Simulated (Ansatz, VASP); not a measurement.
**Two plane-wave programs on TePb**

Contents of POSCAR:

```
TePb
1.0
    0.0000000000      3.3883500000      3.3883500000
    3.3883500000      0.0000000000      3.3883500000
    3.3883500000      3.3883500000      0.0000000000
Te Pb
1 1
Direct
    0.5000000000      0.5000000000      0.5000000000
    0.0000000000      0.0000000000      0.0000000000
```

Contents of INCAR.step1:

```
SYSTEM = TePb
PREC = Accurate
ENCUT = 520
ISMEAR = 0
SIGMA = 0.05
LREAL = .False.
LASPH = .True.
NELM = 100
NBANDS = 17
GGA = PE
ALGO = Normal
EDIFF = 1E-4
LWAVE = .True.
LCHARG = .False.
```

File INCAR.step2:

```
SYSTEM = TePb
PREC = Accurate
ENCUT = 520
EDIFF = 1E-7
ISMEAR = 0
SIGMA = 0.05
LREAL = .False.
LASPH = .True.
NELM = 100
ALGO = Normal
ISIF = 2
LWAVE = .False.
LCHARG = .True.
METAGGA = R2SCAN
LMIXTAU = .True.
LELF = .True.
LVHAR = .True.
NBANDS = 17
ISTART = 1
```

Contents of KPOINTS:

```
Automatic mesh
0
Gamma
  8 8 8
  0 0 0
```

Input for Ansatz:

```yaml
crystal:
  lattice:
    - [0.0, 3.38835, 3.38835]
    - [3.38835, 0.0, 3.38835]
    - [3.38835, 3.38835, 0.0]
  atoms:
    - { symbol: Te, position: [0.5, 0.5, 0.5] }
    - { symbol: Pb, position: [0.0, 0.0, 0.0] }
basis:
  ecutwfc: 500
kpoints:
  mp_grid: { grid: [8, 8, 8] }
hamiltonian:
  xc: r2scan
scf:
  occupations: { method: gaussian, width: 0.05 }
output:
  forces: true
  stress: true
  eigenvalues: true
```

Change from the starting cell: strain +0.050 along x and y, +0.050 along z, atoms carried along.

Alike in both runs: task single point; functional r2SCAN; k mesh 8 × 8 × 8; occupations gaussian, width 0.05 eV; no spin polarisation.

```csv
,VASP,Ansatz
version,VASP 6.6.1,Ansatz 0.2.0
potentials or method,"VASP PAW PBE potentials, release 64 (Te, Pb_d), cutoff 520 eV","scalar-relativistic, plane waves, PAW"
valence electrons in the cell,20,30
```

|  | VASP | Ansatz | Ansatz less VASP |
| --- | --- | --- | --- |
| gap on the k mesh at the Fermi level (eV) | 1.27 | 1.26 | -0.002 |
| least direct gap on the mesh (eV) | 1.27 | 1.26 | -0.002 |
| pressure (GPa) | -3.6 | -3.6 | +0.02 |

VASP's potentials were made for PBE, not for r2SCAN. VASP's potentials hold 20 valence electrons a cell and Ansatz's 30, so a difference there can come from the potentials and not from the codes.

Neither program's run includes spin-orbit coupling.
